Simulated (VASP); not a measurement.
# CuI (F-43m) in VASP: further runs

CuI is run at these levels: LDA, PBEsol, PBE, r2SCAN; tasks: single point.

Everything below comes from runs of VASP 6.6.1. Logs are shortened: lines on timing, memory, paths and dates and some standing lists are left out, and cuts for length are marked.

## Step 1: The cell of the first run

Symmetry: F-43m, No. 216, cubic system. Conventional cell: a = 5.863 Å, b = 5.863 Å, c = 5.863 Å, α = 90.00°, β = 90.00°, γ = 90.00°. Within 3.4 Å of Cu (site symmetry -43m) lie 4 I at 2.54 Å. Within 3.4 Å of I (site symmetry -43m) lie 4 Cu at 2.54 Å.

## Step 2: Single point, LDA

Contents of INCAR:

```
SYSTEM = CuI
PREC     = Accurate       ! precision mode
ENCUT    = 520            ! plane-wave cutoff, eV
EDIFF    = 1E-7           ! SCF threshold, eV
ISMEAR   = -1             ! smearing method
SIGMA    = 0.02           ! smearing width, eV
LREAL    = .FALSE.        ! projectors in reciprocal space
LASPH    = .TRUE.         ! aspherical terms in the spheres
NELM     = 60             ! most SCF steps
ALGO     = Normal         ! electronic algorithm
ISIF     = 2              ! what is computed and relaxed
LWAVE    = .FALSE.        ! write WAVECAR
LCHARG   = .FALSE.        ! write CHGCAR
GGA      = CA             ! functional
NBANDS   = 16             ! bands
```

Contents of KPOINTS:

```
regular mesh
0
G
  6 6 6
  0 0 0
```

Contents of POSCAR:

```
CuI
1.0
    0.0000000000      2.9315696303      2.9315696303
    2.9315696303      0.0000000000      2.9315696303
    2.9315696303      2.9315696303      0.0000000000
Cu I
1 1
Direct
    0.0000000000      0.0000000000      0.0000000000
    0.2500000000      0.2500000000      0.2500000000
```

Potentials or basis: VASP PAW LDA potentials, release 64 (Cu, I).

Launch:

```bash
$ cat potpaw_LDA.64/Cu/POTCAR potpaw_LDA.64/I/POTCAR > POTCAR
$ mpirun -np 1 vasp_std > vasp.out
```

OUTCAR:

```text
SYSTEM = CuI
   PREC = Accurate
   ENCUT = 520
   EDIFF = 1E-7
   ISMEAR = -1
   LREAL = .FALSE.
   LASPH = .TRUE.
   NELM = 60
   ISIF = 2
   GGA = CA

 ion  position               nearest neighbor table
   1  0.000  0.000  0.000-   2 2.54   2 2.54   2 2.54   2 2.54
   2  0.250  0.250  0.250-   1 2.54   1 2.54   1 2.54   1 2.54

  LATTYP: Found a face centered cubic cell.
 ALAT       =     5.8631392606

  Lattice vectors:

 A1 = (   0.0000000000,   2.9315696303,   2.9315696303)
 A2 = (   2.9315696303,   0.0000000000,   2.9315696303)
 A3 = (   2.9315696303,   2.9315696303,   0.0000000000)

Analysis of symmetry for initial positions (statically):
=====================================================================
 Subroutine PRICEL returns:
 Original cell was already a primitive cell.

 Routine SETGRP: Setting up the symmetry group for a
 face centered cubic supercell.

 Subroutine GETGRP returns: Found 24 space group operations
 (whereof 24 operations were pure point group operations)
 out of a pool of 48 trial point group operations.

The static configuration has the point symmetry T_d .

Analysis of symmetry for dynamics (positions and initial velocities):
=====================================================================
 Subroutine PRICEL returns:
 Original cell was already a primitive cell.

 Routine SETGRP: Setting up the symmetry group for a
 face centered cubic supercell.

 Subroutine GETGRP returns: Found 24 space group operations
 (whereof 24 operations were pure point group operations)
 out of a pool of 48 trial point group operations.

The dynamic configuration has the point symmetry T_d .

 Subroutine INISYM returns: Found 24 space group operations
 (whereof 24 operations are pure point group operations),
 and found     1 'primitive' translations

----------------------------------------------------------------------------------------

                                     Primitive cell

  volume of cell :      50.3884

  direct lattice vectors                    reciprocal lattice vectors
     0.000000000  2.931569630  2.931569630    -0.170557095  0.170557095  0.170557095
     2.931569630  0.000000000  2.931569630     0.170557095 -0.170557095  0.170557095
     2.931569630  2.931569630  0.000000000     0.170557095  0.170557095 -0.170557095

  length of vectors
     4.145865530  4.145865530  4.145865530     0.295413554  0.295413554  0.295413554

  position of ions in fractional coordinates (direct lattice)
     0.000000000  0.000000000  0.000000000
     0.250000000  0.250000000  0.250000000

  ion indices of the primitive-cell ions
   primitive index   ion index
                 1           1
                 2           2

----------------------------------------------------------------------------------------

 KPOINTS: regular mesh

Automatic generation of k-mesh.
 Grid dimensions read from file:
 generate k-points for:    6    6    6

 Generating k-lattice:

  Cartesian coordinates                     Fractional coordinates (reciprocal lattice)
    -0.028426183  0.028426183  0.028426183     0.166666667  0.000000000  0.000000000
     0.028426183 -0.028426183  0.028426183     0.000000000  0.166666667  0.000000000
     0.028426183  0.028426183 -0.028426183     0.000000000  0.000000000  0.166666667

  Length of vectors
     0.049235592  0.049235592  0.049235592

  Shift w.r.t. Gamma in fractional coordinates (k-lattice)
     0.000000000  0.000000000  0.000000000

 Subroutine IBZKPT returns following result:
 ===========================================

 Found     16 irreducible k-points:

 Following reciprocal coordinates:
            Coordinates               Weight
  0.000000  0.000000  0.000000      1.000000
  0.166667  0.000000  0.000000      8.000000
  0.333333  0.000000  0.000000      8.000000
  0.500000  0.000000  0.000000      4.000000
  0.166667  0.166667  0.000000      6.000000
  0.333333  0.166667  0.000000     24.000000
[... 8 lines left out ...]
 -0.333333  0.333333  0.166667     24.000000
 -0.333333  0.500000  0.166667     12.000000
   k-points           NKPTS =     16   k-points in BZ     NKDIM =     16   number of bands    NBANDS=     16
   number of dos      NEDOS =    301   number of ions     NIONS =      2
   total plane-waves  NPLWV =  32768
   dimension x,y,z NGX =    32 NGY =   32 NGZ =   32
   dimension x,y,z NGXF=    64 NGYF=   64 NGZF=   64
   ions per type =               1   1
   NGX,Y,Z   is equivalent  to a cutoff of  12.83, 12.83, 12.83 a.u.
   NGXF,Y,Z  is equivalent  to a cutoff of  25.66, 25.66, 25.66 a.u.
 SYSTEM =  CuI
   PREC   = accura    normal or accurate (medium, high low for compatibility)
   ISTART =      0    job   : 0-new  1-cont  2-samecut
   ICHARG =      2    charge: 1-file 2-atom 10-const
   ISPIN  =      1    spin polarized calculation?
   LNONCOLLINEAR =      F non collinear calculations
   LSORBIT =      F    spin-orbit coupling
   LASPH  =      T    aspherical Exc in radial PAW
   ENCUT  =  520.0 eV  38.22 Ry    6.18 a.u.   7.71  7.71  7.71*2*pi/ulx,y,z
   NELM   =     60;   NELMIN=  2; NELMDL= -5     # of ELM steps
   EDIFF  = 0.1E-06   stopping-criterion for ELM
   LREAL  =      F    real-space projection
   EDIFFG = 0.1E-05   stopping-criterion for IOM
   NSW    =      0    number of steps for IOM
   IBRION =     -1    ionic relax: 0-MD 1-quasi-New 2-CG
   NFREE  =      0    steps in history (QN), initial steepest desc. (CG)
   ISIF   =      2    stress and relaxation
   ISYM   =      2    0-nonsym 1-usesym 2-fastsym
   POTIM  = 0.5000    time-step for ionic-motion
   TEBEG  =    0.0;   TEEND  =   0.0 temperature during run
   PSTRESS=    0.0 pullay stress
   NELECT =      18.0000    total number of electrons
   NUPDOWN=      -1.0000    fix difference up-down
   EMIN   =  10.00;   EMAX   =-10.00  energy-range for DOS
   EFERMI =   0.00;   METHOD = LEGACY
   ISMEAR =    -1;   SIGMA  =   0.02  broadening in eV -4-tet -1-fermi 0-gaus
   EFERMI_NEDOS =   21; number of points for ismear=-14 and -15
   IALGO  =     38    algorithm
   IMIX   =      4    mixing-type and parameters
     AMIX     =   0.40;   BMIX     =  1.00
     AMIX_MAG =   1.60;   BMIX_MAG =  1.00
  volume/ion in A,a.u.               =      25.19       170.02
  Fermi-wavevector in a.u.,A,eV,Ry     =   1.161597  2.195100 18.358442  1.349307
  Thomas-Fermi vector in A             =   2.298167
   LORBIT       =      0    0 simple, 1 ext, 2 COOP (PROOUT), +10 PAW based schemes
   GGA     = CA    functional components
   LHFCALC =     F    Hartree Fock is set to
   AEXX    =    0.0000 exact exchange contribution
   IVDW    =     0    specifies the selected vdW correction
   LEPSILON=     F    determine dielectric tensor
   LRPA    =     F    only Hartree local field effects (RPA)
 non-spin polarized calculation
  energy-cutoff  :      520.00
  volume of cell :       50.39
 maximum number of plane-waves:      1380
   NGX = 15   NGY = 15   NGZ = 15

 number of electron      17.9999989 magnetization

 Free energy of the ion-electron system (eV)
  ---------------------------------------------------
  ext. energy  EPLUGINS =         0.00000000
  ---------------------------------------------------
  free energy    TOTEN  =        -6.99287515 eV

  energy without entropy =       -6.99287515  energy(sigma->0) =       -6.99287515

 E-fermi :   5.7837     XC(G=0):  -9.7618

 val. band max:        5.3368359833   @ k =   0.0000   0.0000   0.0000
 cond. band min:       6.6190944915   @ k =   0.0000   0.0000   0.0000
 fundamental gap:      1.2822585081
 Fermi energy:         5.7836658735

 k-point     1 :       0.0000    0.0000    0.0000
  band No.  band energies     occupation
      1      -9.2220      2.00000
      2       1.2071      2.00000
      3       1.2071      2.00000
      4       1.2071      2.00000
      5       2.9591      2.00000
      6       2.9591      2.00000
[... 8 lines left out ...]
     15      15.1940      0.00000
     16      15.1940      0.00000

 k-point     2 :       0.1667    0.0000    0.0000
  band No.  band energies     occupation
      1      -9.0637      2.00000
      2       0.7028      2.00000
      3       1.2264      2.00000
      4       1.2264      2.00000
      5       2.9474      2.00000
      6       2.9474      2.00000
[... 8 lines left out ...]
     15      14.1624      0.00000
     16      14.4049      0.00000

 k-point     3 :       0.3333    0.0000    0.0000
  band No.  band energies     occupation
      1      -8.7089      2.00000
      2      -0.3447      2.00000
      3       1.2558      2.00000
      4       1.2558      2.00000
      5       2.9589      2.00000
      6       2.9589      2.00000
[... 8 lines left out ...]
     15      14.7137      0.00000
     16      14.7137      0.00000

 k-point     4 :       0.5000    0.0000    0.0000
  band No.  band energies     occupation
      1      -8.5066      2.00000
      2      -0.8777      2.00000
      3       1.2650      2.00000
      4       1.2650      2.00000
      5       2.9898      2.00000
      6       2.9898      2.00000
[... 8 lines left out ...]
     15      16.5377      0.00000
     16      16.5377      0.00000

 k-point     5 :       0.1667    0.1667    0.0000
  band No.  band energies     occupation
      1      -9.0107      2.00000
      2       0.6499      2.00000
      3       1.1967      2.00000
      4       1.1967      2.00000
      5       2.8942      2.00000
      6       2.9835      2.00000
[... 8 lines left out ...]
     15      15.4797      0.00000
     16      15.5046      0.00000

 k-point     6 :       0.3333    0.1667    0.0000
  band No.  band energies     occupation
      1      -8.7177      2.00000
      2      -0.0659      2.00000
      3       1.1280      2.00000
      4       1.2097      2.00000
      5       2.8741      2.00000
      6       3.0015      2.00000
[... 8 lines left out ...]
     15      15.7263      0.00000
     16      15.8954      0.00000

 k-point     7 :       0.5000    0.1667    0.0000
  band No.  band energies     occupation
      1      -8.4506      2.00000
      2      -0.6508      2.00000
      3       0.9235      2.00000
      4       1.2482      2.00000
      5       2.9153      2.00000
      6       2.9961      2.00000
[... 8 lines left out ...]
     15      16.2542      0.00000
     16      16.5979      0.00000

 k-point     8 :      -0.3333    0.1667    0.0000
  band No.  band energies     occupation
      1      -8.5189      2.00000
      2      -0.4759      2.00000
      3       0.8521      2.00000
      4       1.2838      2.00000
      5       2.9282      2.00000
      6       2.9633      2.00000
[... 8 lines left out ...]
     15      15.2699      0.00000
     16      16.6580      0.00000

 k-point     9 :      -0.1667    0.1667    0.0000
  band No.  band energies     occupation
      1      -8.8368      2.00000
      2       0.1998      2.00000
      3       1.0521      2.00000
      4       1.2746      2.00000
      5       2.9048      2.00000
      6       2.9795      2.00000
[... 8 lines left out ...]
     15      14.9627      0.00000
     16      16.0813      0.00000

 k-point    10 :       0.3333    0.3333    0.0000
  band No.  band energies     occupation
      1      -8.5347      2.00000
      2      -0.3644      2.00000
      3       1.1896      2.00000
      4       1.1896      2.00000
      5       2.8066      2.00000
      6       3.0324      2.00000
[... 8 lines left out ...]
     15      16.2894      0.00000
     16      18.9114      0.00000

 k-point    11 :       0.5000    0.3333    0.0000
  band No.  band energies     occupation
      1      -8.3283      2.00000
      2      -0.6046      2.00000
      3       0.8377      2.00000
      4       1.2134      2.00000
      5       2.8498      2.00000
      6       3.0226      2.00000
[... 8 lines left out ...]
     15      16.8908      0.00000
     16      18.1574      0.00000

 k-point    12 :      -0.3333    0.3333    0.0000
  band No.  band energies     occupation
      1      -8.3218      2.00000
      2      -0.3183      2.00000
      3       0.2329      2.00000
      4       1.2613      2.00000
      5       2.8115      2.00000
      6       2.9538      2.00000
[... 8 lines left out ...]
     15      14.8121      0.00000
     16      18.9282      0.00000

 k-point    13 :       0.5000    0.5000    0.0000
  band No.  band energies     occupation
      1      -8.2612      2.00000
      2      -0.8477      2.00000
      3       1.1953      2.00000
      4       1.1953      2.00000
      5       2.9099      2.00000
      6       3.0425      2.00000
[... 8 lines left out ...]
     15      17.0099      0.00000
     16      17.7859      0.00000

 k-point    14 :       0.5000    0.3333    0.1667
  band No.  band energies     occupation
      1      -8.4611      2.00000
      2      -0.3514      2.00000
      3       0.7377      2.00000
      4       1.2220      2.00000
      5       2.8828      2.00000
      6       2.9772      2.00000
[... 8 lines left out ...]
     15      16.5915      0.00000
     16      17.9123      0.00000

 k-point    15 :      -0.3333    0.3333    0.1667
  band No.  band energies     occupation
      1      -8.3218      2.00000
      2      -0.3984      2.00000
      3       0.3971      2.00000
      4       1.1929      2.00000
      5       2.8427      2.00000
      6       2.9581      2.00000
[... 8 lines left out ...]
     15      16.7779      0.00000
     16      17.6226      0.00000

 k-point    16 :      -0.3333    0.5000    0.1667
  band No.  band energies     occupation
      1      -8.2570      2.00000
      2      -0.5122      2.00000
      3       0.5700      2.00000
      4       1.1164      2.00000
      5       2.8856      2.00000
      6       2.9078      2.00000
[... 8 lines left out ...]
     15      17.3586      0.00000
     16      17.7606      0.00000

------------------------ aborting loop because EDIFF is reached ----------------------------------------

  FORCE on cell =-STRESS in cart. coord.  units (eV):
  Direction    XX          YY          ZZ          XY          YZ          ZX
  --------------------------------------------------------------------------------------
  -------------------------------------------------------------------------------------
  Total        0.0324107      0.0324107      0.0324107      0.0000000     -0.0000000     -0.0000000
  in kB        1.0305490      1.0305490      1.0305490      0.0000000     -0.0000000     -0.0000000
  external PRESSURE =       1.0305490 kB  Pullay stress =       0.0000000 kB

 VOLUME and BASIS-vectors are now :
 -----------------------------------------------------------------------------
  energy-cutoff  :      520.00
  volume of cell :       50.39
      direct lattice vectors                 reciprocal lattice vectors
     0.000000000  2.931569630  2.931569630    -0.170557095  0.170557095  0.170557095
     2.931569630  0.000000000  2.931569630     0.170557095 -0.170557095  0.170557095
     2.931569630  2.931569630  0.000000000     0.170557095  0.170557095 -0.170557095

 POSITION                                       TOTAL-FORCE (eV/Angst)
 -----------------------------------------------------------------------------------
      0.00000      0.00000      0.00000         0.000000      0.000000      0.000000
      1.46578      1.46578      1.46578        -0.000000     -0.000000     -0.000000
 -----------------------------------------------------------------------------------
    total drift:                                0.000000      0.000000     -0.000000

  FREE ENERGIE OF THE ION-ELECTRON SYSTEM (eV)
  ---------------------------------------------------
  free  energy   TOTEN  =        -6.9928751464 eV

  energy  without entropy=       -6.9928751464  energy(sigma->0) =       -6.99287515
```

Wall time 10 s (1 thread of Intel Xeon 6975P-C, shared host); peak memory 0.15 GiB.

What came out:

| Quantity | Value |
| --- | --- |
| Free energy | -6.9929 eV |
| Pressure | 0.1 GPa |
| Band gap on the k mesh | 1.28 eV, direct |

Levels at points of the mesh, in eV from the valence-band top:
```csv
k point,band 6,band 7,band 8,band 9,band 10,band 11,band 12,band 13
"(0.00, 0.00, 0.00)",-2.38,0.00,0.00,0.00,1.28,4.75,4.75,4.75
"(0.50, 0.00, 0.00)",-2.35,-2.29,-0.90,-0.90,2.15,5.32,5.32,7.37
"(0.50, 0.50, 0.00)",-2.29,-2.28,-1.93,-1.93,2.41,2.77,9.78,10.24
```

Caveat: spin-orbit coupling is left out, which moves the levels of the heavy elements. As with any semilocal functional, this LDA gap is likely too small.

## Step 3: Single point, PBEsol

This run uses another cell than the first one, of 26.19 Å³/atom, 1.039 times its volume.

Contents of INCAR:

```
PREC = Accurate
ENCUT = 520
EDIFF = 1E-6
ISMEAR = -1
SIGMA = 0.02
LREAL = False
LASPH = True
NELM = 80
ALGO = Normal
ISIF = 2
LWAVE = False
LCHARG = False
GGA = PS
NBANDS = 16
```

Contents of KPOINTS:

```
regular mesh
0
Gamma
  6 6 6
```

Contents of POSCAR:

```
CuI
1.0
    0.0000000000      2.9695067786      2.9695067786
    2.9695067786      0.0000000000      2.9695067786
    2.9695067786      2.9695067786      0.0000000000
Cu I
1 1
Direct
    0.0000000000      0.0000000000      0.0000000000
    0.2500000000      0.2500000000      0.2500000000
```

Potentials or basis: VASP PAW PBE potentials, release 64 (Cu, I).

Launch:

```bash
$ cat potpaw_PBE.64/Cu/POTCAR potpaw_PBE.64/I/POTCAR > POTCAR
$ mpirun -np 1 vasp_std > vasp.out
```

Run time: 10 s. Hardware: 1 thread of Intel Xeon 6975P-C, shared host; peak memory 0.18 GiB.

It converged, with:

```yaml
Free_energy: -6.3176 eV
Pressure: 0.5 GPa
Band_gap_on_the_k_mesh: 1.20 eV, direct
```

Levels at points of the mesh, in eV from the valence-band top:
```csv
k point,band 7,band 8,band 9,band 10,band 11,band 12
"(0.00, 0.00, 0.00)",0.00,0.00,0.00,1.20,4.76,4.76
"(0.50, 0.00, 0.00)",-2.07,-0.82,-0.82,2.13,5.31,5.31
"(0.50, 0.50, 0.00)",-2.05,-1.75,-1.75,2.47,2.80,9.52
```

Caveat: the PAW data sets were made with another functional, which shifts forces and pressure a little; spin-orbit coupling is left out, which moves the levels of the heavy elements.

[end of part 1 of 2]
